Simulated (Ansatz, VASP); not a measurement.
# BeTe in VASP and in Ansatz

```
Be Te
1.0
     0.00000    2.83217    2.83217
     2.83217    0.00000    2.83217
     2.83217    2.83217    0.00000
Be Te
1 1
Direct
  0.00000 0.00000 0.00000
  0.25000 0.25000 0.25000
```

Alike in both runs: functional PBE; k mesh 8 × 8 × 8; occupations gaussian, width 0.02 eV; no spin polarisation.

Ansatz relaxed the structure, and its values are those at the end. VASP's run is a single point on that final structure, the one shown.

|  | VASP | Ansatz |
| --- | --- | --- |
| version | VASP 6.6.1 | Ansatz 0.2.0 |
| potentials or method | VASP PAW PBE potentials, release 64 (Be, Te), cutoff 600 eV | scalar-relativistic, plane waves, PAW |
| valence electrons in the cell | 8 | 18 |

Ansatz gave:

| Item | Value |
| --- | --- |
| gap on the k mesh at the Fermi level (eV) | 2.03 |
| least direct gap on the mesh (eV) | 3.64 |
| pressure (GPa) | 0.0 |

Task: Which values does VASP return?

Result: gap on the k mesh at the Fermi level (eV): 2.02; least direct gap on the mesh (eV): 3.62; pressure (GPa): 0.1.

VASP's potentials hold 8 valence electrons a cell and Ansatz's 18, so a difference there can come from the potentials and not from the codes.

Spin-orbit coupling is off throughout.
